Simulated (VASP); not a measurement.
Here is a VASP 6.6.1 calculation.

File INCAR:

```
SYSTEM = BeAl2
  ALGO = Fast
  EDIFF = 1E-7
  EDIFFG = -0.01
  ENCUT = 600
  GGA = PE
  IBRION = 2
  ISIF = 3
  ISMEAR = 0
  LASPH = .True.
  LCHARG = .False.
  LREAL = .False.
  LWAVE = .False.
  NELM = 80
  NSW = 100
  PREC = Accurate
  SIGMA = 0.1
```

The input KPOINTS:

```
k-points
0
Gamma
  6 6 6
  0 0 0
```

Contents of POSCAR:

```
BeAl2
1.0
    6.2006124521      0.0000000000      0.0000000000
   -3.1003062261      5.3698879025      0.0000000000
    0.0000000000      0.0000000000      6.6600883946
Be Al
3 6
Direct
    0.5000000000      0.0000000000      0.0000000000
    0.5000000000      0.5000000000      0.3333333333
    0.0000000000      0.5000000000      0.6666666667
    0.1245960565      0.2491921130      0.5000000000
    0.8754039435      0.1245960565      0.8333333333
    0.7508078870      0.8754039435      0.1666666667
    0.8754039435      0.7508078870      0.5000000000
    0.1245960565      0.8754039435      0.8333333333
    0.2491921130      0.1245960565      0.1666666667
```

Potentials or basis: VASP PAW PBE potentials, release 64 (Be, Al).

The run is started by

```console
$ cat potpaw_PBE.64/Be/POTCAR potpaw_PBE.64/Al/POTCAR > POTCAR
$ mpirun -np 1 vasp_std > vasp.out
```

Task: Estimate the space group after relaxing (to 0.1 Å).

Result: P6_222 (No. 180).

Task: What does it give for the relaxed cell?

Result: a = 6.195 Å, b = 6.195 Å, c = 6.673 Å, α = 90.00°, β = 90.00°, γ = 120.00°.

Task: Predict the band gap on the k mesh.

Result: Zero (bands 12 and 13 overlap by 0.49 eV).

Step by step:
| step | energy change (eV) | largest force (eV/Å) | pressure (GPa) | volume (Å³) |
| --- | --- | --- | --- | --- |
| 1 | 0.0000 | 0.0774 | -0.04 | 221.76 |
| 2 | -0.0014 | 0.0373 | 0.02 | 221.56 |
| 3 | -0.0018 | 0.0010 | 0.08 | 221.38 |
| 4 | -0.0020 | 0.0018 | 0.00 | 221.80 |
